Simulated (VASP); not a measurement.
Runs of VASP 6.6.1 on Sc. The structure is that of space group P6_3/mmc (No. 194), or close to it. The cells are those of the table. 

```csv
task,cell,k mesh,cutoff (eV),gap on the mesh (eV),pressure (GPa),relaxed volume (Å³/atom)
single point,"a = 3.277, b = 3.277, c = 5.083 Å, angles 90.0, 90.0, 120.0°, 2 atoms",15 × 15 × 8,520,none,0.0,-
relaxation of cell and atoms,"relaxed from a = 3.309, b = 3.309, c = 5.268 Å, angles 90.0, 90.0, 120.0°, 2 atoms",15 × 15 × 8,600,none,0.0,23.65
relaxation of cell and atoms,"relaxed from a = 3.309, b = 3.309, c = 5.268 Å, angles 90.0, 90.0, 120.0°, 2 atoms",12 × 12 × 8,600,none,0.0,(a)
single point,"a = 3.277, b = 3.277, c = 5.083 Å, angles 90.0, 90.0, 120.0°, 2 atoms",12 × 12 × 7,520,none,0.0,-
```

Alike in all rows: level PBEsol; potentials or basis VASP PAW PBE potentials, release 64 (Sc_sv); no spin polarisation; smearing gaussian 0.1 eV.

Q: Fill in the values left out.

A: (a) 23.66.

Caveats: the PAW data sets were made with another functional, which shifts forces and pressure a little.

A gap of «none» marks levels without a gap at the run's occupations.
